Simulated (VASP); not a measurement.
# Si (P6_3/mmc) in VASP: notebook

The runs below take Si through single point, relaxation of cell and atoms, with LDA.

All numbers are computed with VASP 6.6.1; they aren't measurements. Logs are shortened: lines on timing, memory, paths and dates and some standing lists are left out, and cuts for length are marked.

**1. The cell of the first run**

The structure is hexagonal, space group P6_3/mmc (No. 194). The conventional cell has a = 3.820 Å, b = 3.820 Å, c = 6.320 Å, α = 90.00°, β = 90.00°, γ = 120.00°. Si (site symmetry 3m) has 4 Si at 2.34 to 2.36 Å within 3.1 Å.

This isn't the form of Si at room conditions, which is diamond.

**2. Single point, LDA**

INCAR

```
ALGO = Normal ; EDIFF = 1E-6
ENCUT = 500 ; GGA = CA
GGA_COMPAT = False ; ISIF = 2
ISMEAR = 0 ; LASPH = True
LCHARG = True ; LELF = True
LREAL = False ; LVHAR = True
LWAVE = False ; NBANDS = 16
NELM = 120 ; PREC = Accurate
SIGMA = 0.1
```

KPOINTS

```
k-points
0
Gamma
  6 6 4
```

POSCAR

```
Si
1.0
    3.8200000000      0.0000000000      0.0000000000
   -1.9100000000      3.3082170425      0.0000000000
    0.0000000000      0.0000000000      6.3200000000
Si
4
Direct
    0.3333333333      0.6666666667      0.0000000000
    0.6666666667      0.3333333333      0.5000000000
    0.3333333333      0.6666666667      0.3740000000
    0.6666666667      0.3333333333      0.8740000000
```

Potentials or basis: VASP PAW LDA potentials, release 64 (Si).

Started as:

```
$ cat potpaw_LDA.64/Si/POTCAR > POTCAR
$ mpirun -np 1 vasp_std > vasp.out
```

OUTCAR:

```text
EDIFF = 1E-6
   ENCUT = 500
   GGA = CA
   ISIF = 2
   ISMEAR = 0
   LASPH = True
   LREAL = False
   NELM = 120
   PREC = Accurate

 ion  position               nearest neighbor table
   1  0.333  0.667  0.000-   4 2.34   4 2.34   4 2.34   3 2.36
   2  0.667  0.333  0.500-   3 2.34   3 2.34   3 2.34   4 2.36
   3  0.333  0.667  0.374-   2 2.34   2 2.34   2 2.34   1 2.36
   4  0.667  0.333  0.874-   1 2.34   1 2.34   1 2.34   2 2.36

  LATTYP: Found a hexagonal cell.
 ALAT       =     3.8200000000
 C/A-ratio  =     1.6544502618

  Lattice vectors:

 A1 = (   3.8200000000,   0.0000000000,   0.0000000000)
 A2 = (  -1.9100000000,   3.3082170425,   0.0000000000)
 A3 = (   0.0000000000,   0.0000000000,   6.3200000000)

Analysis of symmetry for initial positions (statically):
=====================================================================
 Subroutine PRICEL returns:
 Original cell was already a primitive cell.

 Routine SETGRP: Setting up the symmetry group for a
 hexagonal supercell.

 Subroutine GETGRP returns: Found 24 space group operations
 (whereof  6 operations were pure point group operations)
 out of a pool of 24 trial point group operations.

The static configuration has the point symmetry C_3v.
 The point group associated with its full space group is D_6h.

Analysis of symmetry for dynamics (positions and initial velocities):
=====================================================================
 Subroutine PRICEL returns:
 Original cell was already a primitive cell.

 Routine SETGRP: Setting up the symmetry group for a
 hexagonal supercell.

 Subroutine GETGRP returns: Found 24 space group operations
 (whereof  6 operations were pure point group operations)
 out of a pool of 24 trial point group operations.

The dynamic configuration has the point symmetry C_3v.
 The point group associated with its full space group is D_6h.

 Subroutine INISYM returns: Found 24 space group operations
 (whereof  6 operations are pure point group operations),
 and found     1 'primitive' translations

----------------------------------------------------------------------------------------

                                     Primitive cell

  volume of cell :      79.8683

  direct lattice vectors                    reciprocal lattice vectors
     3.820000000  0.000000000  0.000000000     0.261780105  0.151138814  0.000000000
    -1.910000000  3.308217042  0.000000000     0.000000000  0.302277628  0.000000000
[... 89 lines left out ...]
   IBRION =     -1    ionic relax: 0-MD 1-quasi-New 2-CG
   NFREE  =      0    steps in history (QN), initial steepest desc. (CG)
   ISIF   =      2    stress and relaxation
   ISYM   =      2    0-nonsym 1-usesym 2-fastsym
   POTIM  = 0.5000    time-step for ionic-motion
   TEBEG  =    0.0;   TEEND  =   0.0 temperature during run
   PSTRESS=    0.0 pullay stress
   NELECT =      16.0000    total number of electrons
   NUPDOWN=      -1.0000    fix difference up-down
   EMIN   =  10.00;   EMAX   =-10.00  energy-range for DOS
   EFERMI =   0.00;   METHOD = LEGACY
   ISMEAR =     0;   SIGMA  =   0.10  broadening in eV -4-tet -1-fermi 0-gaus
   EFERMI_NEDOS =   21; number of points for ismear=-14 and -15
   IALGO  =     38    algorithm
   IMIX   =      4    mixing-type and parameters
     AMIX     =   0.40;   BMIX     =  1.00
     AMIX_MAG =   1.60;   BMIX_MAG =  1.00
  volume/ion in A,a.u.               =      19.97       134.74
  Fermi-wavevector in a.u.,A,eV,Ry     =   0.957907  1.810182 12.484513  0.917586
  Thomas-Fermi vector in A             =   2.086967
   LORBIT       =      0    0 simple, 1 ext, 2 COOP (PROOUT), +10 PAW based schemes
   GGA     = CA    functional components
   LHFCALC =     F    Hartree Fock is set to
   AEXX    =    0.0000 exact exchange contribution
   IVDW    =     0    specifies the selected vdW correction
   LEPSILON=     F    determine dielectric tensor
   LRPA    =     F    only Hartree local field effects (RPA)
 non-spin polarized calculation
 Gauss-broadening in eV      SIGMA  =   0.10
  energy-cutoff  :      500.00
  volume of cell :       79.87
 maximum number of plane-waves:      2041
 NGX is ok and might be reduce to    28
   NGX = 13   NGY = 13   NGZ = 23

 number of electron      15.9999999 magnetization

 Free energy of the ion-electron system (eV)
  ---------------------------------------------------
  ext. energy  EPLUGINS =         0.00000000
  ---------------------------------------------------
  free energy    TOTEN  =       -23.76780945 eV

  energy without entropy =      -23.76759694  energy(sigma->0) =      -23.76770319

 E-fermi :   6.2009     XC(G=0):  -9.6102

 val. band max:        6.0585235703   @ k =   0.0000   0.0000   0.0000
 cond. band min:       6.3550291471   @ k =   0.5000   0.0000   0.0000
 fundamental gap:      0.2965055768
 Fermi energy:         6.2009465836

 k-point     1 :       0.0000    0.0000    0.0000
  band No.  band energies     occupation
      1      -6.1896      2.00000
      2      -3.8868      2.00000
      3      -1.2184      2.00000
      4       4.5372      2.00000
      5       4.5372      2.00000
      6       5.7007      2.00000
[... 376 lines left out ...]
      3      -1.3923      2.00000
      4      -1.3923      2.00000
      5       1.5055      2.00000
      6       1.5055      2.00000
[... 8 lines left out ...]
     15      12.2789      0.00000
     16      12.2789      0.00000

------------------------ aborting loop because EDIFF is reached ----------------------------------------

  FORCE on cell =-STRESS in cart. coord.  units (eV):
  Direction    XX          YY          ZZ          XY          YZ          ZX
  --------------------------------------------------------------------------------------
  -------------------------------------------------------------------------------------
  Total       -0.5572974     -0.5572974     -0.7422121      0.0000000      0.0000000      0.0000000
  in kB      -11.1795192    -11.1795192    -14.8889531      0.0000000      0.0000000      0.0000000
  external PRESSURE =     -12.4159972 kB  Pullay stress =       0.0000000 kB

 VOLUME and BASIS-vectors are now :
 -----------------------------------------------------------------------------
  energy-cutoff  :      500.00
  volume of cell :       79.87
      direct lattice vectors                 reciprocal lattice vectors
     3.820000000  0.000000000  0.000000000     0.261780105  0.151138814  0.000000000
    -1.910000000  3.308217042  0.000000000     0.000000000  0.302277628  0.000000000
     0.000000000  0.000000000  6.320000000     0.000000000  0.000000000  0.158227848

 POSITION                                       TOTAL-FORCE (eV/Angst)
 -----------------------------------------------------------------------------------
     -0.00000      2.20548      0.00000        -0.000000     -0.000000     -0.007922
      1.91000      1.10274      3.16000         0.000000      0.000000     -0.007922
     -0.00000      2.20548      2.36368        -0.000000     -0.000000      0.007922
      1.91000      1.10274      5.52368         0.000000      0.000000      0.007922
 -----------------------------------------------------------------------------------
    total drift:                               -0.000000      0.000000      0.000005

  FREE ENERGIE OF THE ION-ELECTRON SYSTEM (eV)
  ---------------------------------------------------
  free  energy   TOTEN  =       -23.7678094454 eV

  energy  without entropy=      -23.7675969425  energy(sigma->0) =      -23.76770319
```

stdout:

```text
POSCAR found type information on POSCAR Si
 POSCAR found :  1 types and       4 ions
 scaLAPACK will be used
 LDA part: xc-table for (Slater(with rela. corr.)+CA(PZ))
 , standard interpolation
 POSCAR, INCAR and KPOINTS ok, starting setup
 FFT: planning ... GRIDC
 FFT: planning ... GRID_SOFT
 FFT: planning ... GRID
 WAVECAR not read
 entering main loop
```

It took 35 s on 1 thread of Intel Xeon 8259CL, shared host; peak memory 0.16 GiB.

Results:

* Free energy: -23.7678 eV
* Pressure: -1.2 GPa
* Largest force: 0.008 eV/Å
* Band gap on the k mesh: 0.30 eV (least direct gap 0.96 eV)

Forces in eV/Å, atoms in the order of the input:
```
Si   0.000  0.000 -0.008
Si   0.000  0.000 -0.008
Si   0.000  0.000  0.008
Si   0.000  0.000  0.008
```

Stress tensor (GPa, compression positive):
```
-1.12  0.00  0.00
 0.00 -1.12  0.00
 0.00  0.00 -1.49
```

[end of part 1 of 2]
